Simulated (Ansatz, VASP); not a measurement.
One calculation of CdSe, two programs

The input POSCAR:

```
CdSe
1.0
    0.0000000000      3.0051759267      3.0051759267
    3.0051759267      0.0000000000      3.0051759267
    3.0051759267      3.0051759267      0.0000000000
Cd Se
1 1
Direct
    0.0000000000      0.0000000000      0.0000000000
    0.7500000000      0.7500000000      0.7500000000
```

File INCAR.step1:

```
SYSTEM = CdSe
ALGO = Normal
EDIFF = 1E-5
ENCUT = 550
GGA = PE
GGA_COMPAT = .FALSE.
ISMEAR = 0
LASPH = .TRUE.
LCHARG = .FALSE.
LREAL = .FALSE.
LWAVE = .TRUE.
NBANDS = 16
NELM = 120
PREC = Accurate
SIGMA = 0.01
```

File INCAR.step2:

```
SYSTEM = CdSe
ALGO = Normal
EDIFF = 1E-6
ENCUT = 550
GGA_COMPAT = .FALSE.
ISIF = 2
ISMEAR = 0
ISTART = 1
LASPH = .TRUE.
LCHARG = .FALSE.
LMIXTAU = .TRUE.
LREAL = .FALSE.
LWAVE = .FALSE.
METAGGA = R2SCAN
NBANDS = 16
NELM = 120
PREC = Accurate
SIGMA = 0.01
```

KPOINTS

```
k-points
0
G
  6 6 6
  0 0 0
```

Input for Ansatz:

```yaml
crystal:
  lattice:
    - [0.0, 3.0051759267, 3.0051759267]
    - [3.0051759267, 0.0, 3.0051759267]
    - [3.0051759267, 3.0051759267, 0.0]
  atoms:
    - { symbol: Cd, position: [0.0, 0.0, 0.0] }
    - { symbol: Se, position: [0.75, 0.75, 0.75] }
kpoints:
  mp_grid: { grid: [6, 6, 6] }
hamiltonian:
  xc: r2scan
scf:
  occupations: { method: fixed }
  n_extra_bands: 4
output:
  forces: true
  stress: true
  eigenvalues: true
```

Alike in both runs: task single point; functional r2SCAN; k mesh 6 × 6 × 6; no spin polarisation.

|  | VASP | Ansatz |
| --- | --- | --- |
| version | VASP 6.6.1 | Ansatz 0.2.0 |
| potentials or method | VASP PAW PBE potentials, release 64 (Cd, Se) | plane waves, PAW |
| plane-wave cutoff (eV) | 550 | 500 |
| occupations | gaussian, width 0.01 eV | fixed |
| valence electrons in the cell | 18 | 36 |

VASP gave:

- gap on the k mesh at the Fermi level (eV): 1.17
- pressure (GPa): 3.9

Q: Which values does Ansatz return?

A: gap on the k mesh at the Fermi level (eV): 1.17; pressure (GPa): 3.6.

VASP's potentials were made for PBE, not for r2SCAN. VASP's potentials hold 18 valence electrons a cell and Ansatz's 36, so a difference there can come from the potentials and not from the codes.
